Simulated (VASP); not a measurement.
Crystal: AlN.

```
Al N
1.0
     0.00000    2.09962    1.96317
     2.09962    0.00000    1.96317
     2.09962    2.09962    0.00000
Al N
1 1
Direct
  0.00000 0.00000 0.00000
  0.50000 0.50000 0.50000
```

This cell differs from its parent crystal: epitaxial xy strain +4.0%.

Base run:

| Quantity | Value |
| --- | --- |
| Program | VASP 6.6.1 |
| Functional | r2SCAN |
| Potentials or basis | VASP PAW PBE potentials, release 64 (Al, N) |
| Cutoff | 520 eV |
| k mesh | 10 × 10 × 10 |
| Occupations | gaussian, width 0.01 eV |
| Spin | no spin polarisation |

Its results: band gap on the k mesh 4.57 eV, indirect (least direct gap 5.60 eV); pressure -11.3 GPa.

Question: The run is repeated on the same cell with these changes: functional from r2SCAN to PBE; k mesh from 10 × 10 × 10 to 6 × 6 × 6. What comes out?

Answer: Band gap on the k mesh 3.71 eV, indirect (least direct gap 4.80 eV); pressure -4.5 GPa.

Several settings changed at once, so the effect can't be laid on one alone.

Caveats: some runs use coarse meshes; the PAW data sets were made with another functional, which shifts forces and pressure a little (some runs).

A k mesh can miss the band edges.
